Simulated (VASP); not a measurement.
# Te (R-3m) in VASP: a series of runs

The runs below take Te through single point, relaxation of cell and atoms, with PBEsol.

All numbers are computed with VASP 6.6.1; they aren't measurements. Logs are shortened: lines on timing, memory, paths and dates and some standing lists are left out, and cuts for length are marked.

### Step 1. The cell of the first run

It takes space group R-3m (No. 166, trigonal). The conventional cell has a = 4.428 Å, b = 4.428 Å, c = 12.318 Å, α = 90.00°, β = 90.00°, γ = 120.00°. Within 3.9 Å of Te (site symmetry 3m) lie 6 Te at 2.96 to 3.65 Å.

### Step 2. Single point, PBEsol

File INCAR:

```
PREC = Accurate
ENCUT = 520
EDIFF = 1E-7
ISMEAR = 0
SIGMA = 0.1
LREAL = F
LASPH = T
NELM = 60
ALGO = Normal
ISIF = 2
LWAVE = F
LCHARG = F
GGA = PS
NBANDS = 13
```

File KPOINTS:

```
regular mesh
0
Gamma
  6 6 6
```

File POSCAR:

```
Te
1.0
    2.2141731743      1.2783534782      4.1059186877
   -2.2141731743      1.2783534782      4.1059186877
    0.0000000000     -2.5567069564      4.1059186877
Te
2
Direct
    0.2275400000      0.2275400000      0.2275400000
    0.7724600000      0.7724600000      0.7724600000
```

Potentials or basis: VASP PAW PBE potentials, release 64 (Te).

On the command line:

```bash
$ cat potpaw_PBE.64/Te/POTCAR > POTCAR
$ mpirun -np 1 vasp_std > vasp.out
```

OUTCAR:

```text
PREC = Accurate
   ENCUT = 520
   EDIFF = 1E-7
   ISMEAR = 0
   LREAL = F
   LASPH = T
   NELM = 60
   ISIF = 2
   GGA = PS

 ion  position               nearest neighbor table
   1  0.228  0.228  0.228-   2 2.96   2 2.96   2 2.96   2 3.65   2 3.65   2 3.65
   2  0.772  0.772  0.772-   1 2.96   1 2.96   1 2.96   1 3.65   1 3.65   1 3.65

  LATTYP: Found a trigonal (rhomboedric) cell.
 ALAT       =     4.8368707581
 COS(alpha) =     0.5808936906

  Lattice vectors:

 A1 = (   2.2141731743,   1.2783534782,   4.1059186877)
 A2 = (  -2.2141731743,   1.2783534782,   4.1059186877)
 A3 = (   0.0000000000,  -2.5567069564,   4.1059186877)

Analysis of symmetry for initial positions (statically):
=====================================================================
 Subroutine PRICEL returns:
 Original cell was already a primitive cell.

 Routine SETGRP: Setting up the symmetry group for a
 trigonal (rhombohedral) supercell.

 Subroutine GETGRP returns: Found 12 space group operations
 (whereof 12 operations were pure point group operations)
 out of a pool of 12 trial point group operations.

The static configuration has the point symmetry D_3d.

Analysis of symmetry for dynamics (positions and initial velocities):
=====================================================================
 Subroutine PRICEL returns:
 Original cell was already a primitive cell.

 Routine SETGRP: Setting up the symmetry group for a
 trigonal (rhombohedral) supercell.

 Subroutine GETGRP returns: Found 12 space group operations
 (whereof 12 operations were pure point group operations)
 out of a pool of 12 trial point group operations.

The dynamic configuration has the point symmetry D_3d.

 Subroutine INISYM returns: Found 12 space group operations
 (whereof 12 operations are pure point group operations),
 and found     1 'primitive' translations

----------------------------------------------------------------------------------------

                                     Primitive cell

  volume of cell :      69.7307

  direct lattice vectors                    reciprocal lattice vectors
     2.214173174  1.278353478  4.105918688     0.225817929  0.130376042  0.081183618
    -2.214173174  1.278353478  4.105918688    -0.225817929  0.130376042  0.081183618
     0.000000000 -2.556706956  4.105918688     0.000000000 -0.260752084  0.081183618

  length of vectors
     4.836870758  4.836870758  4.836870758     0.273097838  0.273097838  0.273097838
[... 89 lines left out ...]
   POTIM  = 0.5000    time-step for ionic-motion
   TEBEG  =    0.0;   TEEND  =   0.0 temperature during run
   PSTRESS=    0.0 pullay stress
   NELECT =      12.0000    total number of electrons
   NUPDOWN=      -1.0000    fix difference up-down
   EMIN   =  10.00;   EMAX   =-10.00  energy-range for DOS
   EFERMI =   0.00;   METHOD = LEGACY
   ISMEAR =     0;   SIGMA  =   0.10  broadening in eV -4-tet -1-fermi 0-gaus
   EFERMI_NEDOS =   21; number of points for ismear=-14 and -15
   IALGO  =     38    algorithm
   IMIX   =      4    mixing-type and parameters
     AMIX     =   0.40;   BMIX     =  1.00
     AMIX_MAG =   1.60;   BMIX_MAG =  1.00
  volume/ion in A,a.u.               =      34.87       235.28
  Fermi-wavevector in a.u.,A,eV,Ry     =   0.910599  1.720783 11.281824  0.829191
  Thomas-Fermi vector in A             =   2.034780
   LORBIT       =      0    0 simple, 1 ext, 2 COOP (PROOUT), +10 PAW based schemes
   GGA     = PS    functional components
   LHFCALC =     F    Hartree Fock is set to
   AEXX    =    0.0000 exact exchange contribution
   IVDW    =     0    specifies the selected vdW correction
   LEPSILON=     F    determine dielectric tensor
   LRPA    =     F    only Hartree local field effects (RPA)
 non-spin polarized calculation
 Gauss-broadening in eV      SIGMA  =   0.10
  energy-cutoff  :      520.00
  volume of cell :       69.73
 maximum number of plane-waves:      1896
   NGX = 17   NGY = 17   NGZ = 17

 number of electron      12.0000000 magnetization

 Free energy of the ion-electron system (eV)
  ---------------------------------------------------
  ext. energy  EPLUGINS =         0.00000000
  ---------------------------------------------------
  free energy    TOTEN  =        -6.34140499 eV

  energy without entropy =       -6.33545796  energy(sigma->0) =       -6.33843147

 E-fermi :   5.7049     XC(G=0):  -9.1217

 val. band max:        5.7017121845   @ k =   0.0000   0.0000   0.0000
 cond. band min:       5.7412786436   @ k =   0.3333   0.0000   0.0000
 fundamental gap:      0.0395664591
 Fermi energy:         5.7049475748

 k-point     1 :       0.0000    0.0000    0.0000
  band No.  band energies     occupation
      1      -8.0256      2.00000
      2      -2.8184      2.00000
      3       2.6163      2.00000
      4       2.6775      2.00000
      5       2.6775      2.00000
      6       5.7017      1.03649
      7       6.3836      0.00000
      8       6.3836      0.00000
      9      10.7720      0.00000
     10      10.7720      0.00000
     11      10.8561      0.00000
     12      11.3366      0.00000
     13      12.1402      0.00000
[... 354 lines left out ...]
  band No.  band energies     occupation
      1      -6.2880      2.00000
      2      -5.0990      2.00000
      3       0.2896      2.00000
      4       0.9422      2.00000
      5       2.6072      2.00000
      6       5.8564      0.03221
      7       7.5977      0.00000
      8       8.6311      0.00000
      9       9.8022      0.00000
     10      11.8069      0.00000
     11      13.8571      0.00000
     12      14.5303      0.00000
     13      15.4731      0.00000

 [... further k-points ...]

------------------------ aborting loop because EDIFF is reached ----------------------------------------

  FORCE on cell =-STRESS in cart. coord.  units (eV):
  Direction    XX          YY          ZZ          XY          YZ          ZX
  --------------------------------------------------------------------------------------
  -------------------------------------------------------------------------------------
  Total        0.8559476      0.8559476     -1.4734446     -0.0000000      0.0000000      0.0000000
  in kB       19.6667963     19.6667963    -33.8548003     -0.0000000      0.0000000      0.0000000
  external PRESSURE =       1.8262641 kB  Pullay stress =       0.0000000 kB

 VOLUME and BASIS-vectors are now :
 -----------------------------------------------------------------------------
  energy-cutoff  :      520.00
  volume of cell :       69.73
      direct lattice vectors                 reciprocal lattice vectors
     2.214173174  1.278353478  4.105918688     0.225817929  0.130376042  0.081183618
    -2.214173174  1.278353478  4.105918688    -0.225817929  0.130376042  0.081183618
     0.000000000 -2.556706956  4.105918688     0.000000000 -0.260752084  0.081183618

 POSITION                                       TOTAL-FORCE (eV/Angst)
 -----------------------------------------------------------------------------------
      0.00000      0.00000      2.80278         0.000000      0.000000      1.477711
      0.00000      0.00000      9.51497         0.000000     -0.000000     -1.477711
 -----------------------------------------------------------------------------------
    total drift:                               -0.000000      0.000000      0.000000

  FREE ENERGIE OF THE ION-ELECTRON SYSTEM (eV)
  ---------------------------------------------------
  free  energy   TOTEN  =        -6.3414049884 eV

  energy  without entropy=       -6.3354579559  energy(sigma->0) =       -6.33843147
```

OSZICAR:

```text
N       E                     dE             d eps       ncg     rms          rms(c)
DAV:   1     0.449647845123E+02    0.44965E+02   -0.45980E+03   832   0.747E+02
DAV:   2    -0.357196610041E+01   -0.48537E+02   -0.46071E+02  1102   0.110E+02
DAV:   3    -0.629999104406E+01   -0.27280E+01   -0.27104E+01  1097   0.297E+01
DAV:   4    -0.634563417935E+01   -0.45643E-01   -0.45632E-01   988   0.452E+00
DAV:   5    -0.634657636788E+01   -0.94219E-03   -0.94218E-03  1090   0.633E-01    0.122E+01
DAV:   6    -0.634253472263E+01    0.40416E-02   -0.51527E-03   987   0.387E-01    0.751E+00
DAV:   7    -0.634144090505E+01    0.10938E-02   -0.96712E-03  1037   0.529E-01    0.141E-01
DAV:   8    -0.634140133376E+01    0.39571E-04   -0.84763E-04   922   0.169E-01    0.811E-02
DAV:   9    -0.634140643710E+01   -0.51033E-05   -0.44529E-05  1133   0.410E-02    0.310E-02
DAV:  10    -0.634140506087E+01    0.13762E-05   -0.37473E-06   927   0.103E-02    0.954E-03
DAV:  11    -0.634140498838E+01    0.72489E-07   -0.29911E-07  1045   0.371E-03
   1 F= -.63414050E+01 E0= -.63384315E+01  d E =-.594703E-02
```

stdout:

```text
POSCAR found type information on POSCAR Te
 POSCAR found :  1 types and       2 ions
 scaLAPACK will be used
 -----------------------------------------------------------------------------
|                                                                             |
|                                                                             |
|     You enforced a specific xc type in the INCAR file but a different       |
|     I HOPE YOU KNOW WHAT YOU ARE DOING!                                     |
|                                                                             |
 -----------------------------------------------------------------------------

 LDA part: xc-table for (Slater+PW92), standard interpolation
 POSCAR, INCAR and KPOINTS ok, starting setup
 FFT: planning ... GRIDC
 FFT: planning ... GRID_SOFT
 FFT: planning ... GRID
 WAVECAR not read
 entering main loop
```

It took 38 s on 1 thread of Intel Xeon 8259CL, shared host; peak memory 0.21 GiB.

What came out:

- Free energy: -6.3414 eV
- Pressure: 0.2 GPa
- Largest force: 1.478 eV/Å
- Band gap on the k mesh: zero (bands 6 and 7 overlap by 1.66 eV)

Forces on the atoms (eV/Å):
```
Te   0.000  0.000  1.478
Te   0.000  0.000 -1.478
```

Caveat: the stress differs along the axes, from -3 to 2 GPa; the PAW data sets were made with another functional, which shifts forces and pressure a little; spin-orbit coupling is left out, which moves the levels of the heavy elements.

### Step 3. Single point, PBEsol

This run uses another cell than the first one: it holds 3 atoms, not 2.

File INCAR:

```
PREC = Accurate
ENCUT = 520
EDIFF = 1E-7
ISMEAR = 0
SIGMA = 0.1
LREAL = F
LASPH = T
NELM = 100
ALGO = Normal
ISIF = 2
LWAVE = F
LCHARG = T
GGA = PS
LELF = T
LVHAR = T
NBANDS = 16
```

KPOINTS is that of step 2.

File POSCAR:

```
Te
1.0
    2.0885231158      1.2058093831      6.3757824977
   -2.0885231158      1.2058093831      6.3757824977
    0.0000000000     -2.4116187663      6.3757824977
Te
3
Direct
    0.0000000000      0.0000000000      0.0000000000
    0.2366679177      0.2366679177      0.2366679177
    0.7633320823      0.7633320823      0.7633320823
```

Potentials or basis: VASP PAW PBE potentials, release 64 (Te).

On the command line:

```bash
$ cat potpaw_PBE.64/Te/POTCAR > POTCAR
$ mpirun -np 1 vasp_std > vasp.out
```

OUTCAR:

```text
PREC = Accurate
   ENCUT = 520
   EDIFF = 1E-7
   ISMEAR = 0
   LREAL = F
   LASPH = T
   NELM = 100
   ISIF = 2
   GGA = PS

 ion  position               nearest neighbor table
   1  0.000  0.000  0.000-   3 3.04   3 3.04   2 3.04   2 3.04   3 3.04   2 3.04
   2  0.237  0.237  0.237-   1 3.04   1 3.04   1 3.04   3 3.60   3 3.60   3 3.60
   3  0.763  0.763  0.763-   1 3.04   1 3.04   1 3.04   2 3.60   2 3.60   2 3.60

  LATTYP: Found a trigonal (rhomboedric) cell.
 ALAT       =     6.8166346192
 COS(alpha) =     0.8122549321
[... 650 lines left out ...]

  FORCE on cell =-STRESS in cart. coord.  units (eV):
  Direction    XX          YY          ZZ          XY          YZ          ZX
  --------------------------------------------------------------------------------------
  -------------------------------------------------------------------------------------
  Total        0.0881222      0.0881222      0.1096202      0.0000000     -0.0000000      0.0000000
  in kB        1.4655251      1.4655251      1.8230491      0.0000000     -0.0000000      0.0000000
  external PRESSURE =       1.5846997 kB  Pullay stress =       0.0000000 kB

 VOLUME and BASIS-vectors are now :
 -----------------------------------------------------------------------------
  energy-cutoff  :      520.00
  volume of cell :       96.34
      direct lattice vectors                 reciprocal lattice vectors
     2.088523116  1.205809383  6.375782498     0.239403623  0.138219746  0.052281164
    -2.088523116  1.205809383  6.375782498    -0.239403623  0.138219746  0.052281164
     0.000000000 -2.411618766  6.375782498     0.000000000 -0.276439492  0.052281164

 POSITION                                       TOTAL-FORCE (eV/Angst)
 -----------------------------------------------------------------------------------
      0.00000      0.00000      0.00000         0.000000     -0.000000     -0.000000
      0.00000     -0.00000      4.52683         0.000000      0.000000     -0.013565
      0.00000     -0.00000     14.60052         0.000000     -0.000000      0.013565
 -----------------------------------------------------------------------------------
    total drift:                                0.000000      0.000000     -0.000000

  FREE ENERGIE OF THE ION-ELECTRON SYSTEM (eV)
  ---------------------------------------------------
  free  energy   TOTEN  =       -10.3402537943 eV

  energy  without entropy=      -10.3376547156  energy(sigma->0) =      -10.33895425
```

OSZICAR:

```text
N       E                     dE             d eps       ncg     rms          rms(c)
DAV:   1     0.653792290738E+02    0.65379E+02   -0.63506E+03  1024   0.885E+02
DAV:   2    -0.666688996786E+01   -0.72046E+02   -0.68858E+02  1352   0.136E+02
DAV:   3    -0.104004576383E+02   -0.37336E+01   -0.37160E+01  1264   0.331E+01
DAV:   4    -0.104585812474E+02   -0.58124E-01   -0.58107E-01  1520   0.486E+00
DAV:   5    -0.104590619587E+02   -0.48071E-03   -0.48071E-03  1352   0.383E-01    0.151E+01
DAV:   6    -0.103380927763E+02    0.12097E+00   -0.18657E-01  1160   0.280E+00    0.945E+00
DAV:   7    -0.103408319881E+02   -0.27392E-02   -0.79672E-02  1216   0.132E+00    0.228E+00
DAV:   8    -0.103405025110E+02    0.32948E-03   -0.21110E-03  1312   0.295E-01    0.753E-01
DAV:   9    -0.103402645197E+02    0.23799E-03   -0.11455E-03  1280   0.177E-01    0.160E-01
DAV:  10    -0.103402563388E+02    0.81809E-05   -0.92353E-05  1320   0.495E-02    0.281E-02
DAV:  11    -0.103402539190E+02    0.24198E-05   -0.92386E-06  1320   0.180E-02    0.300E-02
DAV:  12    -0.103402539949E+02   -0.75864E-07   -0.14637E-06  1264   0.646E-03    0.400E-03
DAV:  13    -0.103402537846E+02    0.21024E-06   -0.14242E-07   976   0.244E-03    0.272E-03
DAV:  14    -0.103402537943E+02   -0.97052E-08   -0.28651E-08   744   0.107E-03
   1 F= -.10340254E+02 E0= -.10338954E+02  d E =-.259908E-02
```

It took 4.5 min on 1 thread of Intel Xeon 8259CL, shared host; peak memory 0.37 GiB.

What came out:

- Free energy: -10.3403 eV
- Pressure: 0.2 GPa
- Largest force: 0.014 eV/Å
- Band gap on the k mesh: 0.12 eV (least direct gap 0.23 eV)

Forces in eV/Å, atoms in the order of the input:
```
Te   0.000  0.000  0.000
Te   0.000  0.000 -0.014
Te   0.000  0.000  0.014
```

Caveat: semilocal functionals underestimate gaps, and a narrow one can read as zero; the PAW data sets were made with another functional, which shifts forces and pressure a little; spin-orbit coupling is left out, which moves the levels of the heavy elements.

### Step 4. Single point, PBEsol

This run uses another cell than the first one: it holds 3 atoms, not 2.

File INCAR:

```
PREC     = Accurate       # precision mode
ENCUT    = 520            # plane-wave cutoff, eV
EDIFF    = 1E-7           # SCF threshold, eV
ISMEAR   = 0              # smearing method
SIGMA    = 0.1            # smearing width, eV
LREAL    = F              # projectors in reciprocal space
LASPH    = T              # aspherical terms in the spheres
NELM     = 80             # most SCF steps
ALGO     = Normal         # electronic algorithm
ISIF     = 2              # what is computed and relaxed
LWAVE    = F              # write WAVECAR
LCHARG   = F              # write CHGCAR
GGA      = PS             # functional
NBANDS   = 16             # bands
```

KPOINTS is that of step 3.

File POSCAR:

```
Te
1.0
    1.9079043632      1.1015290976      9.2207820709
   -1.9079043632      1.1015290976      9.2207820709
    0.0000000000     -2.2030581954      9.2207820709
Te
3
Direct
    0.0000000000      0.0000000000      0.0000000000
    0.2222200000      0.2222200000      0.2222200000
    0.7777800000      0.7777800000      0.7777800000
```

On the command line:

```bash
$ cat potpaw_PBE.64/Te/POTCAR > POTCAR
$ mpirun -np 1 vasp_std > vasp.out
```

It took 8.3 min on 1 thread of Intel Xeon 8259CL, shared host; peak memory 0.66 GiB.

It converged, with:

| Item | Value |
| --- | --- |
| Free energy | -8.0491 eV |
| Pressure | -9.6 GPa |
| Largest force | 0.029 eV/Å |
| Band gap on the k mesh | zero (bands 9 and 10 overlap by 2.14 eV) |

Forces on the atoms (eV/Å):
```
Te   0.000  0.000  0.000
Te   0.000  0.000 -0.029
Te   0.000  0.000  0.029
```

Stress tensor (GPa, compression positive):
```
 -8.56   0.00   0.00
  0.00  -8.56   0.00
  0.00   0.00 -11.68
```

Levels at points of the mesh, in eV from the Fermi level:
```tsv
k point	band 6	band 7	band 8	band 9	band 10	band 11	band 12	band 13
(0.00, 0.00, 0.00)	1.05	1.05	1.06	1.06	1.67	1.67	1.78	6.28
(0.50, 0.00, 0.00)	-3.18	-1.14	-0.64	-0.29	-0.29	0.38	0.97	4.79
(0.50, 0.50, 0.00)	-2.96	-1.50	-0.60	-0.53	0.47	0.48	0.48	4.72
(0.50, 0.50, 0.50)	-0.14	0.87	0.87	1.45	1.45	1.45	1.45	5.93
```

Caveat: the cell stands under tension; the PAW data sets were made with another functional, which shifts forces and pressure a little; spin-orbit coupling is left out, which moves the levels of the heavy elements.

(Continued in part 2 of 2.)

The gap in the log of VASP goes by the Fermi energy; the results here count the filled bands.